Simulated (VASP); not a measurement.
Runs of VASP 6.6.1 on BN. The structure is that of space group Fm-3m (No. 225), or close to it. The cells are those of the table. 

| level | cell | grid for exact exchange (PRECFOCK) | share of exact exchange | screening parameter | gap on the mesh (eV) | pressure (GPa) |
| --- | --- | --- | --- | --- | --- | --- |
| HSE06 | a = 2.444 Å, angles 60.0°, 2 atoms | Normal | 0.25 | 0.2079 1/Å | 2.58 | 4.5 |
| HSE06 | a = 2.457, b = 2.457, c = 2.469 Å, angles 59.8, 59.8, 60.3°, 2 atoms | Normal | 0.25 | 0.2079 1/Å | 2.24 | -4.0 |
| PBE | a = 2.457, b = 2.457, c = 2.469 Å, angles 59.8, 59.8, 60.3°, 2 atoms | - | - | - | 1.25 | 8.0 |
| PBE | a = 2.469, b = 2.469, c = 2.438 Å, angles 60.4, 60.4, 60.8°, 2 atoms | - | - | - | (a) | 4.0 |
| PBE | a = 2.519 Å, angles 58.7°, 2 atoms | - | - | - | (b) | -7.0 |
| PBE | a = 2.444 Å, angles 60.0°, 2 atoms | - | - | - | 1.57 | 16.5 |

Alike in all rows: task single point; potentials or basis VASP PAW PBE potentials, release 64 (B, N); no spin polarisation; k mesh 8 × 8 × 8; cutoff (eV) 520; smearing gaussian 0.01 eV.

**Question.** Estimate the missing entries.

**Answer.** (a) 1.09; (b) 0.89.

Caveats: the cell stands under pressure (at least some runs); the PAW data sets were made with another functional, which shifts forces and pressure a little (at least some runs); the cell stands under tension (at least some runs).

A k mesh can miss the band edges.
